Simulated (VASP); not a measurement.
# Ir (Fm-3m) in VASP: a series of runs, part 2 of 2

VASP 6.6.1.

## (3) Single point, PBE

This run uses another cell than the first one, of 14.35 Å³/atom.

Contents of INCAR:

```
SYSTEM = Ir
ALGO = Normal ; EDIFF = 1E-6
ENCUT = 500 ; GGA = PE
GGA_COMPAT = .False. ; ISIF = 2
ISMEAR = 1 ; LASPH = .True.
LCHARG = .False. ; LREAL = .False.
LWAVE = .False. ; NBANDS = 10
NELM = 120 ; PREC = Accurate
SIGMA = 0.05
```

Contents of KPOINTS:

```
k-points
0
Gamma
  8 8 8
  0 0 0
```

Contents of POSCAR:

```
Ir
1.0
    0.0000000000      1.9287569555      1.9287569555
    1.9287569555      0.0000000000      1.9287569555
    1.9287569555      1.9287569555      0.0000000000
Ir
1
Direct
    0.0000000000      0.0000000000      0.0000000000
```

Potentials or basis: VASP PAW PBE potentials, release 64 (Ir).

Launch:

```sh
$ cat potpaw_PBE.64/Ir/POTCAR > POTCAR
$ mpirun -np 1 vasp_std > vasp.out
```

OUTCAR:

```text
SYSTEM = Ir
   EDIFF = 1E-6
   ENCUT = 500
   GGA = PE
   ISIF = 2
   ISMEAR = 1
   LASPH = .True.
   LREAL = .False.
   NELM = 120
   PREC = Accurate

 ion  position               nearest neighbor table
   1  0.000  0.000  0.000-

  LATTYP: Found a face centered cubic cell.
 ALAT       =     3.8575139110

  Lattice vectors:

 A1 = (   0.0000000000,   1.9287569555,   1.9287569555)
 A2 = (   1.9287569555,   0.0000000000,   1.9287569555)
 A3 = (   1.9287569555,   1.9287569555,   0.0000000000)

Analysis of symmetry for initial positions (statically):
=====================================================================
 Subroutine PRICEL returns:
 Original cell was already a primitive cell.

 Routine SETGRP: Setting up the symmetry group for a
 face centered cubic supercell.

 Subroutine GETGRP returns: Found 48 space group operations
 (whereof 48 operations were pure point group operations)
 out of a pool of 48 trial point group operations.

The static configuration has the point symmetry O_h .

Analysis of symmetry for dynamics (positions and initial velocities):
=====================================================================
 Subroutine PRICEL returns:
 Original cell was already a primitive cell.

 Routine SETGRP: Setting up the symmetry group for a
 face centered cubic supercell.

 Subroutine GETGRP returns: Found 48 space group operations
 (whereof 48 operations were pure point group operations)
 out of a pool of 48 trial point group operations.

The dynamic configuration has the point symmetry O_h .

 Subroutine INISYM returns: Found 48 space group operations
 (whereof 48 operations are pure point group operations),
 and found     1 'primitive' translations

----------------------------------------------------------------------------------------

                                     Primitive cell

  volume of cell :      14.3504

  direct lattice vectors                    reciprocal lattice vectors
     0.000000000  1.928756955  1.928756955    -0.259234321  0.259234321  0.259234321
     1.928756955  0.000000000  1.928756955     0.259234321 -0.259234321  0.259234321
     1.928756955  1.928756955  0.000000000     0.259234321  0.259234321 -0.259234321

  length of vectors
     2.727674245  2.727674245  2.727674245     0.449007015  0.449007015  0.449007015

  position of ions in fractional coordinates (direct lattice)
     0.000000000  0.000000000  0.000000000

  ion indices of the primitive-cell ions
   primitive index   ion index
                 1           1

----------------------------------------------------------------------------------------

 KPOINTS: k-points

Automatic generation of k-mesh.
 Grid dimensions read from file:
 generate k-points for:    8    8    8

 Generating k-lattice:

  Cartesian coordinates                     Fractional coordinates (reciprocal lattice)
    -0.032404290  0.032404290  0.032404290     0.125000000  0.000000000  0.000000000
     0.032404290 -0.032404290  0.032404290     0.000000000  0.125000000  0.000000000
     0.032404290  0.032404290 -0.032404290     0.000000000  0.000000000  0.125000000

  Length of vectors
     0.056125877  0.056125877  0.056125877

  Shift w.r.t. Gamma in fractional coordinates (k-lattice)
     0.000000000  0.000000000  0.000000000

 Subroutine IBZKPT returns following result:
 ===========================================

 Found     29 irreducible k-points:

 Following reciprocal coordinates:
            Coordinates               Weight
  0.000000  0.000000  0.000000      1.000000
  0.125000  0.000000  0.000000      8.000000
  0.250000  0.000000  0.000000      8.000000
  0.375000  0.000000  0.000000      8.000000
  0.500000  0.000000  0.000000      4.000000
  0.125000  0.125000  0.000000      6.000000
[... 16 lines left out ...]
  0.500000  0.250000  0.125000     48.000000
 -0.375000  0.250000  0.125000     24.000000
 [... further k-points ...]
   k-points           NKPTS =     29   k-points in BZ     NKDIM =     29   number of bands    NBANDS=     10
   number of dos      NEDOS =    301   number of ions     NIONS =      1
   total plane-waves  NPLWV =   8000
   dimension x,y,z NGX =    20 NGY =   20 NGZ =   20
   dimension x,y,z NGXF=    40 NGYF=   40 NGZF=   40
   ions per type =               1
   NGX,Y,Z   is equivalent  to a cutoff of  12.19, 12.19, 12.19 a.u.
   NGXF,Y,Z  is equivalent  to a cutoff of  24.38, 24.38, 24.38 a.u.
 SYSTEM =  Ir
   PREC   = accura    normal or accurate (medium, high low for compatibility)
   ISTART =      0    job   : 0-new  1-cont  2-samecut
   ICHARG =      2    charge: 1-file 2-atom 10-const
   ISPIN  =      1    spin polarized calculation?
   LNONCOLLINEAR =      F non collinear calculations
   LSORBIT =      F    spin-orbit coupling
   LASPH  =      T    aspherical Exc in radial PAW
   ENCUT  =  500.0 eV  36.75 Ry    6.06 a.u.   4.97  4.97  4.97*2*pi/ulx,y,z
   NELM   =    120;   NELMIN=  2; NELMDL= -5     # of ELM steps
   EDIFF  = 0.1E-05   stopping-criterion for ELM
   LREAL  =      F    real-space projection
   EDIFFG = 0.1E-04   stopping-criterion for IOM
   NSW    =      0    number of steps for IOM
   IBRION =     -1    ionic relax: 0-MD 1-quasi-New 2-CG
   NFREE  =      0    steps in history (QN), initial steepest desc. (CG)
   ISIF   =      2    stress and relaxation
   ISYM   =      2    0-nonsym 1-usesym 2-fastsym
   POTIM  = 0.5000    time-step for ionic-motion
   TEBEG  =    0.0;   TEEND  =   0.0 temperature during run
   PSTRESS=    0.0 pullay stress
   NELECT =       9.0000    total number of electrons
   NUPDOWN=      -1.0000    fix difference up-down
   EMIN   =  10.00;   EMAX   =-10.00  energy-range for DOS
   EFERMI =   0.00;   METHOD = LEGACY
   ISMEAR =     1;   SIGMA  =   0.05  broadening in eV -4-tet -1-fermi 0-gaus
   EFERMI_NEDOS =   21; number of points for ismear=-14 and -15
   IALGO  =     38    algorithm
   IMIX   =      4    mixing-type and parameters
     AMIX     =   0.40;   BMIX     =  1.00
     AMIX_MAG =   1.60;   BMIX_MAG =  1.00
  volume/ion in A,a.u.               =      14.35        96.84
  Fermi-wavevector in a.u.,A,eV,Ry     =   1.401312  2.648096 26.717423  1.963675
  Thomas-Fermi vector in A             =   2.524186
   LORBIT       =      0    0 simple, 1 ext, 2 COOP (PROOUT), +10 PAW based schemes
   GGA     = PE    functional components
   LHFCALC =     F    Hartree Fock is set to
   AEXX    =    0.0000 exact exchange contribution
   IVDW    =     0    specifies the selected vdW correction
   LEPSILON=     F    determine dielectric tensor
   LRPA    =     F    only Hartree local field effects (RPA)
 non-spin polarized calculation
 Methfessel and Paxton  Order N= 1 SIGMA  =   0.05
  energy-cutoff  :      500.00
  volume of cell :       14.35
 maximum number of plane-waves:       380
   NGX =  9   NGY =  9   NGZ =  9

 number of electron       9.0000000 magnetization

 Free energy of the ion-electron system (eV)
  ---------------------------------------------------
  ext. energy  EPLUGINS =         0.00000000
  ---------------------------------------------------
  free energy    TOTEN  =        -8.77383291 eV

  energy without entropy =       -8.77401290  energy(sigma->0) =       -8.77389291

 E-fermi :  10.2220     XC(G=0): -13.9016

 val. band max:       10.1725650272   @ k =  -0.3750   0.1250   0.0000
 cond. band min:      10.2375835760   @ k =  -0.3750   0.2500   0.0000
 fundamental gap:      0.0650185488
 Fermi energy:        10.2220336467

 k-point     1 :       0.0000    0.0000    0.0000
  band No.  band energies     occupation
      1      -0.8063      2.00000
      2       6.3606      2.00000
      3       6.3606      2.00000
      4       6.3606      2.00000
      5       9.0021      2.00000
      6       9.0021      2.00000
      7      24.4952      0.00000
      8      30.0218      0.00000
      9      30.0218      0.00000
     10      30.0218      0.00000
[... 287 lines left out ...]
 k-point    24 :      -0.3750    0.2500    0.1250
  band No.  band energies     occupation
      1       3.6621      2.00000
      2       5.0502      2.00000
      3       6.6252      2.00000
      4       7.6463      2.00000
      5      10.7296     -0.00000
      6      15.2678      0.00000
      7      16.7189      0.00000
      8      25.8137      0.00000
      9      25.8885      0.00000
     10      29.8610      0.00000

 [... further k-points ...]

------------------------ aborting loop because EDIFF is reached ----------------------------------------

  FORCE on cell =-STRESS in cart. coord.  units (eV):
  Direction    XX          YY          ZZ          XY          YZ          ZX
  --------------------------------------------------------------------------------------
  -------------------------------------------------------------------------------------
  Total        0.4917073      0.4917073      0.4917073      0.0000000      0.0000000      0.0000000
  in kB       54.8977714     54.8977714     54.8977714      0.0000000      0.0000000      0.0000000
  external PRESSURE =      54.8977714 kB  Pullay stress =       0.0000000 kB

 VOLUME and BASIS-vectors are now :
 -----------------------------------------------------------------------------
  energy-cutoff  :      500.00
  volume of cell :       14.35
      direct lattice vectors                 reciprocal lattice vectors
     0.000000000  1.928756955  1.928756955    -0.259234321  0.259234321  0.259234321
     1.928756955  0.000000000  1.928756955     0.259234321 -0.259234321  0.259234321
     1.928756955  1.928756955  0.000000000     0.259234321  0.259234321 -0.259234321

 POSITION                                       TOTAL-FORCE (eV/Angst)
 -----------------------------------------------------------------------------------
      0.00000      0.00000      0.00000         0.000000     -0.000000      0.000000
 -----------------------------------------------------------------------------------
    total drift:                               -0.000000     -0.000000     -0.000000

  FREE ENERGIE OF THE ION-ELECTRON SYSTEM (eV)
  ---------------------------------------------------
  free  energy   TOTEN  =        -8.7738329121 eV

  energy  without entropy=       -8.7740129009  energy(sigma->0) =       -8.77389291
```

It took 2.6 s on 1 thread of AMD EPYC 9R45 (Zen 5), shared host; peak memory 0.1 GiB.

What came out:

```
Free energy            : -8.7738 eV
Pressure               : 5.5 GPa
Band gap on the k mesh : zero (an odd number of electrons rules out a gap without spin polarisation)
```

Levels at points of the mesh, in eV from the Fermi level:
```csv
k point,band 1,band 2,band 3,band 4,band 5,band 6,band 7,band 8,band 9
"(0.00, 0.00, 0.00)",-11.03,-3.86,-3.86,-3.86,-1.22,-1.22,14.27,19.80,19.80
"(0.50, 0.00, 0.00)",-8.01,-3.96,-3.96,-0.78,0.82,0.82,7.06,13.83,19.60
"(0.50, 0.50, 0.00)",-7.80,-7.25,0.79,1.38,1.38,1.63,10.26,11.58,11.58
```

Caveat: the cell stands under pressure; spin-orbit coupling is left out, which moves the levels of the heavy elements.

## (4) Single point, PBE

This run uses another cell than the first one, of 14.16 Å³/atom.

Contents of INCAR:

```
PREC = Accurate
ENCUT = 500
EDIFF = 1E-6
ISMEAR = 1
SIGMA = 0.05
LREAL = F
LASPH = T
NELM = 120
ALGO = Normal
ISIF = 2
LWAVE = F
LCHARG = T
GGA = PE
LELF = T
LVHAR = T
NBANDS = 10
GGA_COMPAT = F
```

Contents of KPOINTS:

```
Automatic mesh
0
Gamma
  8 8 8
```

Contents of POSCAR:

```
Ir
1.0
    0.0000000000      1.9203112993      1.9203112993
    1.9203112993      0.0000000000      1.9203112993
    1.9203112993      1.9203112993      0.0000000000
Ir
1
Direct
    0.0000000000      0.0000000000      0.0000000000
```

Potentials or basis: VASP PAW PBE potentials, release 64 (Ir).

Launch:

```sh
$ cat potpaw_PBE.64/Ir/POTCAR > POTCAR
$ mpirun -np 1 vasp_std > vasp.out
```

OUTCAR:

```text
PREC = Accurate
   ENCUT = 500
   EDIFF = 1E-6
   ISMEAR = 1
   LREAL = F
   LASPH = T
   NELM = 120
   ISIF = 2
   GGA = PE

 ion  position               nearest neighbor table
   1  0.000  0.000  0.000-

  LATTYP: Found a face centered cubic cell.
 ALAT       =     3.8406225986

  Lattice vectors:

 A1 = (   0.0000000000,   1.9203112993,   1.9203112993)
 A2 = (   1.9203112993,   0.0000000000,   1.9203112993)
 A3 = (   1.9203112993,   1.9203112993,   0.0000000000)
[... 489 lines left out ...]
      9      26.2743      0.00000
     10      30.1969      0.00000

 [... further k-points ...]

------------------------ aborting loop because EDIFF is reached ----------------------------------------

  FORCE on cell =-STRESS in cart. coord.  units (eV):
  Direction    XX          YY          ZZ          XY          YZ          ZX
  --------------------------------------------------------------------------------------
  -------------------------------------------------------------------------------------
  Total        0.9355202      0.9355202      0.9355202      0.0000000      0.0000000      0.0000000
  in kB      105.8324511    105.8324511    105.8324511      0.0000000      0.0000000      0.0000000
  external PRESSURE =     105.8324511 kB  Pullay stress =       0.0000000 kB

 VOLUME and BASIS-vectors are now :
 -----------------------------------------------------------------------------
  energy-cutoff  :      500.00
  volume of cell :       14.16
      direct lattice vectors                 reciprocal lattice vectors
     0.000000000  1.920311299  1.920311299    -0.260374451  0.260374451  0.260374451
     1.920311299  0.000000000  1.920311299     0.260374451 -0.260374451  0.260374451
     1.920311299  1.920311299  0.000000000     0.260374451  0.260374451 -0.260374451

 POSITION                                       TOTAL-FORCE (eV/Angst)
 -----------------------------------------------------------------------------------
      0.00000      0.00000      0.00000         0.000000     -0.000000     -0.000000
 -----------------------------------------------------------------------------------
    total drift:                               -0.000000     -0.000000     -0.000000

  FREE ENERGIE OF THE ION-ELECTRON SYSTEM (eV)
  ---------------------------------------------------
  free  energy   TOTEN  =        -8.7643334304 eV

  energy  without entropy=       -8.7645070332  energy(sigma->0) =       -8.76439130
```

It took 2.8 s on 1 thread of AMD EPYC 9R45 (Zen 5), shared host; peak memory 0.09 GiB.

What came out:

```yaml
Free_energy: -8.7643 eV
Pressure: 10.6 GPa
Band_gap_on_the_k_mesh: zero (an odd number of electrons rules out a gap without spin polarisation)
```

Caveat: the cell stands under pressure; spin-orbit coupling is left out, which moves the levels of the heavy elements.

## (5) Single point, PBE

This run uses another cell than the first one, of 13.83 Å³/atom.

Contents of INCAR:

```
  PREC = Accurate
  ENCUT = 500
  EDIFF = 1E-6
  ISMEAR = 1
  SIGMA = 0.05
  LREAL = F
  LASPH = T
  NELM = 120
  ALGO = Normal
  ISIF = 2
  LWAVE = F
  LCHARG = F
  GGA = PE
  NBANDS = 10
  GGA_COMPAT = F
```

KPOINTS is that of step 4.

Contents of POSCAR:

```
Ir
1.0
    0.0000000000      1.9050355941      1.9050355941
    1.9050355941      0.0000000000      1.9050355941
    1.9050355941      1.9050355941      0.0000000000
Ir
1
Direct
    0.0000000000      0.0000000000      0.0000000000
```

Potentials or basis: VASP PAW PBE potentials, release 64 (Ir).

Launch:

```sh
$ cat potpaw_PBE.64/Ir/POTCAR > POTCAR
$ mpirun -np 1 vasp_std > vasp.out
```

OUTCAR:

```text
PREC = Accurate
   ENCUT = 500
   EDIFF = 1E-6
   ISMEAR = 1
   LREAL = F
   LASPH = T
   NELM = 120
   ISIF = 2
   GGA = PE

 ion  position               nearest neighbor table
   1  0.000  0.000  0.000-

  LATTYP: Found a face centered cubic cell.
 ALAT       =     3.8100711882

  Lattice vectors:

 A1 = (   0.0000000000,   1.9050355941,   1.9050355941)
 A2 = (   1.9050355941,   0.0000000000,   1.9050355941)
 A3 = (   1.9050355941,   1.9050355941,   0.0000000000)
[... 489 lines left out ...]
      9      26.9892      0.00000
     10      30.8199      0.00000

 [... further k-points ...]

------------------------ aborting loop because EDIFF is reached ----------------------------------------

  FORCE on cell =-STRESS in cart. coord.  units (eV):
  Direction    XX          YY          ZZ          XY          YZ          ZX
  --------------------------------------------------------------------------------------
  -------------------------------------------------------------------------------------
  Total        1.7912104      1.7912104      1.7912104      0.0000000      0.0000000      0.0000000
  in kB      207.5476945    207.5476945    207.5476945      0.0000000      0.0000000      0.0000000
  external PRESSURE =     207.5476945 kB  Pullay stress =       0.0000000 kB

 VOLUME and BASIS-vectors are now :
 -----------------------------------------------------------------------------
  energy-cutoff  :      500.00
  volume of cell :       13.83
      direct lattice vectors                 reciprocal lattice vectors
     0.000000000  1.905035594  1.905035594    -0.262462288  0.262462288  0.262462288
     1.905035594  0.000000000  1.905035594     0.262462288 -0.262462288  0.262462288
     1.905035594  1.905035594  0.000000000     0.262462288  0.262462288 -0.262462288

 POSITION                                       TOTAL-FORCE (eV/Angst)
 -----------------------------------------------------------------------------------
      0.00000      0.00000      0.00000         0.000000      0.000000      0.000000
 -----------------------------------------------------------------------------------
    total drift:                               -0.000000     -0.000000     -0.000000

  FREE ENERGIE OF THE ION-ELECTRON SYSTEM (eV)
  ---------------------------------------------------
  free  energy   TOTEN  =        -8.7315660703 eV

  energy  without entropy=       -8.7317227713  energy(sigma->0) =       -8.73161830
```

Run time: 2.7 s. Hardware: 1 thread of AMD EPYC 9R45 (Zen 5), shared host; peak memory 0.1 GiB.

What came out:

```
Free energy            : -8.7316 eV
Pressure               : 20.8 GPa
Band gap on the k mesh : zero (an odd number of electrons rules out a gap without spin polarisation)
```

Caveat: the cell stands under pressure; spin-orbit coupling is left out, which moves the levels of the heavy elements.

## (6) Overview

```csv
cell,gap on the mesh (eV),pressure (GPa)
"a = 2.740 Å, angles 60.0°, 1 atom",none,0.4
"a = 2.728 Å, angles 60.0°, 1 atom",none,5.5
"a = 2.716 Å, angles 60.0°, 1 atom",none,10.6
"a = 2.694 Å, angles 60.0°, 1 atom",none,20.8
```

Alike in all rows: task single point; level PBE; potentials or basis VASP PAW PBE potentials, release 64 (Ir); no spin polarisation; k mesh 8 × 8 × 8; cutoff (eV) 500; smearing methfessel-paxton 0.05 eV.

Caveats: spin-orbit coupling is left out, which moves the levels of the heavy elements; the cell stands under pressure (at least some runs).

Total energies depend on the potentials used, so only differences within one code and one set of settings carry meaning.
